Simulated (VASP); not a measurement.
Wanted: the native input for a VASP 6.6.1 run.

- Task: single point
- Functional: PBEsol
- Potentials or basis: VASP PAW PBE potentials, release 64 (Pt)
- Cutoff: 520 eV
- k mesh: 20 × 20 × 20
- Occupations: gaussian, width 0.15 eV
- Spin: no spin polarisation
- Dipole correction: no
- Further INCAR settings: ALGO = Fast; EDIFF = 1e-07; NBANDS = 11

The structure of Pt lies in POSCAR:

```
Pt
1.0
    0.0000000000      1.9725842500      1.9725842500
    1.9579000000      0.0146842500      1.9579000000
    1.9579000000      1.9579000000      0.0146842500
Pt
1
Direct
    0.0000000000      0.0000000000      0.0000000000
```

This cell differs from its parent crystal: strain +0.0150 x Voigt [0, 0, 0, 1, 0, 0].

One way to write it, as run:

INCAR

```
  PREC = Accurate
  ENCUT = 520
  EDIFF = 1E-7
  ISMEAR = 0
  SIGMA = 0.15
  LREAL = F
  LASPH = T
  NELM = 100
  ALGO = Fast
  ISIF = 2
  LWAVE = F
  LCHARG = T
  GGA = PS
  LELF = T
  LVHAR = T
  NBANDS = 11
```

KPOINTS

```
Automatic mesh
0
Gamma
  20 20 20
```

Potentials or basis: VASP PAW PBE potentials, release 64 (Pt).

The run is started by

```console
$ cat potpaw_PBE.64/Pt/POTCAR > POTCAR
$ mpirun -np 1 vasp_std > vasp.out
```

It gave:

```json
{
 "Pressure": "0.3 GPa",
 "Band gap on the k mesh": "zero (band 5 reaches 11.70 eV, above the bottom of band 6 at 9.42 eV)"
}
```

Caveat: the cell differs from its parent crystal (strain +0.0150 x Voigt [0, 0, 0, 1, 0, 0]); the PAW data sets were made with another functional, which shifts forces and pressure a little; spin-orbit coupling is left out, which moves the levels of the heavy elements.

It took 74 s on 1 thread of Intel(R) Xeon(R) 6975P-C (Granite Rapids), on a shared host, peak memory 0.31 GiB.
